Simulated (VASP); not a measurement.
# C (Fm-3m) in VASP: notebook, part 2 of 2

VASP 6.6.1.

### 5 Single point, r2SCAN

This run uses another cell than the first one, of 7.42 Å³/atom.

Contents of POSCAR:

```
C
1.0
    0.0000000000      1.5481131777      1.5481131777
    1.5481131777      0.0000000000      1.5481131777
    1.5481131777      1.5481131777      0.0000000000
C
1
Direct
    0.0000000000      0.0000000000      0.0000000000
```

Contents of INCAR.step1:

```
SYSTEM = C
PREC     = Accurate       ! precision mode
ENCUT    = 520            ! plane-wave cutoff, eV
ISMEAR   = -1             ! smearing method
SIGMA    = 0.1            ! smearing width, eV
LREAL    = .FALSE.        ! projectors in reciprocal space
LASPH    = .TRUE.         ! aspherical terms in the spheres
NELM     = 80             ! most SCF steps
NBANDS   = 8              ! bands
GGA      = PE             ! functional
ALGO     = Normal         ! electronic algorithm
EDIFF    = 1E-4           ! SCF threshold, eV
LWAVE    = .TRUE.         ! write WAVECAR
LCHARG   = .FALSE.        ! write CHGCAR
```

Contents of INCAR.step2:

```
SYSTEM = C
PREC     = Accurate       ! precision mode
ENCUT    = 520            ! plane-wave cutoff, eV
EDIFF    = 1E-6           ! SCF threshold, eV
ISMEAR   = -1             ! smearing method
SIGMA    = 0.1            ! smearing width, eV
LREAL    = .FALSE.        ! projectors in reciprocal space
LASPH    = .TRUE.         ! aspherical terms in the spheres
NELM     = 80             ! most SCF steps
ALGO     = Normal         ! electronic algorithm
ISIF     = 2              ! what is computed and relaxed
LWAVE    = .FALSE.        ! write WAVECAR
LCHARG   = .FALSE.        ! write CHGCAR
METAGGA  = R2SCAN         ! meta-GGA
LMIXTAU  = .TRUE.       
NBANDS   = 8              ! bands
ISTART   = 1
```

Contents of KPOINTS:

```
Automatic mesh
0
G
  28 28 28
  0 0 0
```

Command:

```
> cat potpaw_PBE.64/C/POTCAR > POTCAR
> cp INCAR.step1 INCAR
> mpirun -np 1 vasp_std > vasp.out
> cp INCAR.step2 INCAR
> mpirun -np 1 vasp_std > vasp.out
```

It took 70 s on 1 thread of Intel Xeon 8259CL, shared host; peak memory 0.14 GiB.

The run converged. Its results:

* Free energy: -5.1382 eV
* Pressure: 0.0 GPa
* Band gap on the k mesh: zero (bands 2 and 3 overlap by 12.12 eV)

Levels at points of the mesh, in eV from the Fermi level:
```csv
k point,band 1,band 2,band 3,band 4,band 5,band 6,band 7
"(0.00, 0.00, 0.00)",-19.72,8.51,8.51,8.51,31.09,31.09,31.09
"(0.50, 0.00, 0.00)",-10.15,-8.89,6.67,6.67,25.58,28.48,28.48
"(0.50, 0.50, 0.00)",-7.03,-6.07,2.43,2.43,15.67,16.95,39.22
```

Caveat: the PAW data sets were made with another functional, which shifts forces and pressure a little.

### 6 Relaxation of cell and atoms, r2SCAN

This run uses another cell than the first one, of 6.62 Å³/atom.

Contents of POSCAR:

```
C
1.0
    0.0000000000      1.4900140304      1.4900140304
    1.4900140304      0.0000000000      1.4900140304
    1.4900140304      1.4900140304      0.0000000000
C
1
Direct
    0.0000000000      0.0000000000      0.0000000000
```

Contents of INCAR.step1:

```
SYSTEM = C
ALGO     = Normal         ! electronic algorithm
EDIFF    = 1E-4           ! SCF threshold, eV
ENCUT    = 600            ! plane-wave cutoff, eV
GGA      = PE             ! functional
ISMEAR   = -1             ! smearing method
LASPH    = .True.         ! aspherical terms in the spheres
LCHARG   = .False.        ! write CHGCAR
LREAL    = .False.        ! projectors in reciprocal space
LWAVE    = .True.         ! write WAVECAR
NELM     = 60             ! most SCF steps
PREC     = Accurate       ! precision mode
SIGMA    = 0.1            ! smearing width, eV
```

Contents of INCAR.step2:

```
SYSTEM = C
ALGO     = Normal         ! electronic algorithm
EDIFF    = 1E-7           ! SCF threshold, eV
EDIFFG   = -0.01          ! ionic threshold
ENCUT    = 600            ! plane-wave cutoff, eV
IBRION   = 2              ! ionic algorithm
ISIF     = 3              ! what is computed and relaxed
ISMEAR   = -1             ! smearing method
ISTART   = 1            
LASPH    = .True.         ! aspherical terms in the spheres
LCHARG   = .False.        ! write CHGCAR
LMIXTAU  = .True.       
LREAL    = .False.        ! projectors in reciprocal space
LWAVE    = .False.        ! write WAVECAR
METAGGA  = R2SCAN         ! meta-GGA
NELM     = 60             ! most SCF steps
NSW      = 80             ! ionic steps
PREC     = Accurate       ! precision mode
SIGMA    = 0.1            ! smearing width, eV
```

Contents of KPOINTS:

```
k-points
0
Gamma
  18 18 18
  0 0 0
```

Potentials or basis: VASP PAW PBE potentials, release 64 (C).

Command:

```
> cat potpaw_PBE.64/C/POTCAR > POTCAR
> cp INCAR.step1 INCAR
> mpirun -np 1 vasp_std > vasp.out
> cp INCAR.step2 INCAR
> mpirun -np 1 vasp_std > vasp.out
```

It took 2.8 min on 1 thread of Intel Xeon 8259CL, shared host; peak memory 0.12 GiB.

The run converged. Its results:

```
Free energy                           : -5.1379 eV
Relaxed volume                        : 7.42 Å³/atom
Relaxed cell                          : a = 2.189 Å, b = 2.189 Å, c = 2.189 Å, α = 60.00°, β = 60.00°, γ = 60.00°
Space group after relaxing (to 0.1 Å) : Fm-3m (No. 225)
Energy gained by relaxing             : 50.5 meV/atom
Ionic steps                           : 3
Pressure after relaxing               : 0.1 GPa
Band gap on the k mesh                : zero (bands 2 and 3 overlap by 11.76 eV)
```

Step by step:
```tsv
step	energy change (eV)	largest force (eV/Å)	pressure (GPa)	volume (Å³)
1	0.0000	0.0000	21.92	6.62
2	-0.0499	0.0000	-2.02	7.52
3	-0.0505	0.0000	0.07	7.42
```

Final structure:
```
C
1.0
     0.00000    1.54799    1.54799
     1.54799    0.00000    1.54799
     1.54799    1.54799    0.00000
C
1
Cartesian
  0.0000 0.0000 0.0000
```

Levels at points of the mesh, in eV from the Fermi level:
```tsv
k point	band 1	band 2	band 3	band 4	band 5
(0.00, 0.00, 0.00)	-19.68	8.55	8.55	8.55	31.13
(0.50, 0.00, 0.00)	-10.12	-8.85	6.71	6.71	25.62
(0.50, 0.50, 0.00)	-6.99	-6.03	2.47	2.47	15.71
```

Caveat: the PAW data sets were made with another functional, which shifts forces and pressure a little.

### 7 Single point, r2SCAN, non-collinear spin, zero start, spin-orbit coupling

This run uses another cell than the first one, of 7.42 Å³/atom.

Contents of POSCAR:

```
C
1.0
    0.0000000000      1.5481131777      1.5481131777
    1.5481131777      0.0000000000      1.5481131777
    1.5481131777      1.5481131777      0.0000000000
C
1
Direct
    0.0000000000      0.0000000000      0.0000000000
```

Contents of INCAR.step1:

```
SYSTEM = C
ALGO = Normal
EDIFF = 1E-4
ENCUT = 520
GGA = PE
GGA_COMPAT = .False.
ISMEAR = -1
LASPH = .True.
LCHARG = .False.
LREAL = .False.
LSORBIT = .True.
LWAVE = .True.
MAGMOM = 0 0 0
NBANDS = 15
NELM = 150
PREC = Accurate
SIGMA = 0.1
```

Contents of INCAR.step2:

```
SYSTEM = C
ALGO = Normal
EDIFF = 1E-6
ENCUT = 520
GGA_COMPAT = .False.
ISIF = 2
ISMEAR = -1
ISTART = 1
LASPH = .True.
LCHARG = .False.
LMIXTAU = .True.
LORBIT = 11
LORBMOM = .True.
LREAL = .False.
LSORBIT = .True.
LWAVE = .False.
MAGMOM = 0 0 0
METAGGA = R2SCAN
NBANDS = 15
NELM = 150
PREC = Accurate
SIGMA = 0.1
```

Contents of KPOINTS:

```
k-points
0
Gamma
  17 17 17
  0 0 0
```

Command:

```
> cat potpaw_PBE.64/C/POTCAR > POTCAR
> cp INCAR.step1 INCAR
> mpirun -np 1 vasp_ncl > vasp.out
> cp INCAR.step2 INCAR
> mpirun -np 1 vasp_ncl > vasp.out
```

It took 2.6 min on 1 thread of Intel Xeon 8259CL, shared host; peak memory 0.16 GiB.

It converged, with:

| Item | Value |
| --- | --- |
| Free energy | -5.1427 eV |
| Pressure | 0.3 GPa |
| Net moment | 0.00 μB per cell |
| Valence electrons inside the program's atomic spheres | C 2.06 |

Moments on the atoms (μB; x, y, z):
```
C   0.00 0.00 0.00
```

Caveat: the PAW data sets were made with another functional, which shifts forces and pressure a little.

### 8 Overview

```tsv
task	spin	cell	k mesh	cutoff (eV)	gap on the mesh (eV)	pressure (GPa)
single point	off	a = 2.218 Å, angles 60.0°, 1 atom	20 × 20 × 20	520	none	-5.7
single point	off	a = 2.246 Å, angles 60.0°, 1 atom	20 × 20 × 20	520	none	-10.3
single point	off	a = 2.274 Å, angles 60.0°, 1 atom	20 × 20 × 20	520	none	-14.1
single point	off	a = 2.189 Å, angles 60.0°, 1 atom	28 × 28 × 28	520	none	0.0
relaxation of cell and atoms	off	relaxed from a = 2.107 Å, angles 60.0°, 1 atom	18 × 18 × 18	600	none	0.1
single point	non-collinear, zero start, SOC	a = 2.189 Å, angles 60.0°, 1 atom	17 × 17 × 17	520	-	0.3
```

Alike in all rows: level r2SCAN; potentials or basis VASP PAW PBE potentials, release 64 (C); smearing fermi-dirac 0.1 eV.

Caveats: the PAW data sets were made with another functional, which shifts forces and pressure a little; the cell stands under tension (at least some runs).

Total energies depend on the potentials used, so only differences within one code and one set of settings carry meaning.
